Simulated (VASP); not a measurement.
Here is a VASP 6.6.1 calculation.

The input INCAR:

```
SYSTEM = GaP3
PREC = Accurate ; ENCUT = 520
EDIFF = 1E-7 ; ISMEAR = 0
SIGMA = 0.1 ; LREAL = .False.
LASPH = .True. ; NELM = 60
ALGO = Normal ; ISIF = 2
LWAVE = .False. ; LCHARG = .False.
GGA = PE ; NBANDS = 22
```

The input KPOINTS:

```
Automatic mesh
0
Gamma
  4 4 4
  0 0 0
```

File POSCAR:

```
GaP3
1.0
    4.0597117286      0.0000000000      0.0000000000
    0.0000000000      4.0597117286      0.0000000000
    0.0000000000      0.0000000000      4.0179835583
Ga P
1 3
Direct
    0.0000000000      0.0000000000      0.0000000000
    0.0000000000      0.5000000000      0.5000000000
    0.5000000000      0.0000000000      0.5000000000
    0.5000000000      0.5000000000      0.0000000000
```

Potentials or basis: VASP PAW PBE potentials, release 64 (Ga_d, P).

The run is started by

```console
$ cat potpaw_PBE.64/Ga_d/POTCAR potpaw_PBE.64/P/POTCAR > POTCAR
$ mpirun -np 1 vasp_std > vasp.out
```

Question: Predict the band gap on the k mesh.

Answer: Zero (bands 14 and 15 overlap by 5.54 eV).

Question: Estimate the pressure.

Answer: -1.2 GPa.

Stress tensor (GPa, compression positive):
```
-0.77  0.00  0.00
 0.00 -0.77  0.00
 0.00  0.00 -2.07
```

Caveat: the k points lie up to 0.39 Å⁻¹ apart, too coarse for converged energies and pressures of a metal.
